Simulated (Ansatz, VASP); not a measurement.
This is a calculation of Yb for VASP 6.6.1.

Contents of INCAR:

```
ALGO = Normal
EDIFF = 1E-6
ENCUT = 520
GGA = PS
ISIF = 2
ISMEAR = -1
ISPIN = 2
LASPH = T
LCHARG = F
LMAXMIX = 6
LORBIT = 11
LREAL = F
LWAVE = F
MAGMOM = 1
NBANDS = 22
NELM = 150
PREC = Accurate
SIGMA = 0.05
```

Contents of KPOINTS:

```
k-points
0
Gamma
  8 8 8
```

POSCAR

```
Yb
1.0
    0.0000000000      2.7968999332      2.7968999332
    2.7968999332      0.0000000000      2.7968999332
    2.7968999332      2.7968999332      0.0000000000
Yb
1
Direct
    0.0000000000      0.0000000000      0.0000000000
```

Potentials or basis: VASP PAW PBE potentials, release 64 (Yb).

The run is started by

```bash
$ cat potpaw_PBE.64/Yb/POTCAR > POTCAR
$ mpirun -np 1 vasp_std > vasp.out
```

Task: Translate it to Ansatz 0.2.0. Potentials there: all-electron LAPW, scalar-relativistic.

Result: As run (the cutoff follows the program's own potentials):

File input.yaml:

```yaml
crystal:
  lattice:
    - [0.0, 2.7968999332, 2.7968999332]
    - [2.7968999332, 0.0, 2.7968999332]
    - [2.7968999332, 2.7968999332, 0.0]
  atoms:
    - { symbol: Yb, position: [0.0, 0.0, 0.0], spin: 1.0 }
kpoints:
  mp_grid: { grid: [8, 8, 8] }
scf:
  occupations: { method: fermi_dirac, width: 0.05 }
hamiltonian:
  xc: pbesol
  pseudopotentials: { kind: all_electron, lapw: { basis_error: 0.0005 } }
magnetization:
  spin_polarized: true
output:
  forces: true
  stress: true
  eigenvalues: true
```

Potentials or basis: all-electron LAPW, scalar-relativistic.

Launch:

```bash
$ ansatz run input.yaml --threads 2 --pin off --max-ram 6144MiB --backend cpu --events-out ev --progress --plain --runs-dir out
```

Both were run:

|  | VASP | Ansatz | Ansatz less VASP |
| --- | --- | --- | --- |
| gap on the k mesh at the Fermi level (eV) | none | none | - |
| pressure (GPa) | -5.7 | -3.7 | +2.01 |
| net moment per atom (μB) | 0.00 | 0.00 | -0.002 |

VASP's potentials were made for PBE, not for PBEsol. A gap of «none» marks a metal or a gap that the smearing closes. Ansatz ran all-electron here, and VASP with PAW potentials.

Spin-orbit coupling is off throughout. Noted on Ansatz's run: the open f shell may have settled in a state that isn't the lowest.
